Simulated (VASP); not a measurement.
A run of VASP 6.6.1 is set up as follows.

The input INCAR:

```
SYSTEM = Sb
  PREC = Accurate
  ENCUT = 520
  EDIFF = 1E-6
  ISMEAR = 0
  SIGMA = 0.1
  LREAL = .False.
  LASPH = .True.
  NELM = 60
  ALGO = Normal
  ISIF = 2
  LWAVE = .False.
  LCHARG = .False.
  GGA = PS
  NBANDS = 8
```

The input KPOINTS:

```
regular mesh
0
Gamma
  14 14 14
  0 0 0
```

Contents of POSCAR:

```
Sb
1.0
    3.0789840945      0.0000000000      0.0000000000
    0.0000000000      3.0789840945      0.0000000000
    0.0000000000      0.0000000000      3.0789840945
Sb
1
Direct
    0.0000000000      0.0000000000      0.0000000000
```

Potentials or basis: VASP PAW PBE potentials, release 64 (Sb).

Run with:

```sh
$ cat potpaw_PBE.64/Sb/POTCAR > POTCAR
$ mpirun -np 1 vasp_std > vasp.out
```

Q: Predict the pressure.

A: -0.9 GPa.

Caveat: the PAW data sets were made with another functional, which shifts forces and pressure a little.
